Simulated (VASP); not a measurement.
BiTe:

```xyz
2
Lattice="0.0000 3.2564 3.2564 3.2564 0.0000 3.2564 3.2564 3.2564 0.0000" Properties=species:S:1:pos:R:3 pbc="T T T"
Bi    0.0000    0.0000    0.0000
Te    3.2564    3.2564    3.2564
```

Base run:

| Property | Result |
| --- | --- |
| Program | VASP 6.6.1 |
| Functional | PBEsol |
| Potentials or basis | VASP PAW PBE potentials, release 64 (Bi_d, Te) |
| Cutoff | 520 eV |
| k mesh | 5 × 5 × 5 |
| Occupations | gaussian, width 0.01 eV |
| Spin | non-collinear spin, zero start, spin-orbit coupling |
| Starting moments | [[0.0, 0.0, 0.0], [0.0, 0.0, 0.0]] μB |

Its results: pressure -0.7 GPa; net moment 0.00 μB per cell.

The run is repeated on the same cell with these changes: functional from PBEsol to PBE exchange alone; occupations from gaussian, width 0.01 eV to fermi-dirac, width 0.05 eV. What comes out?

Pressure 9.9 GPa; net moment 0.00 μB per cell.

Caveats: the PAW data sets were made with another functional, which shifts forces and pressure a little (at least some runs); the cell stands under pressure (at least some runs).
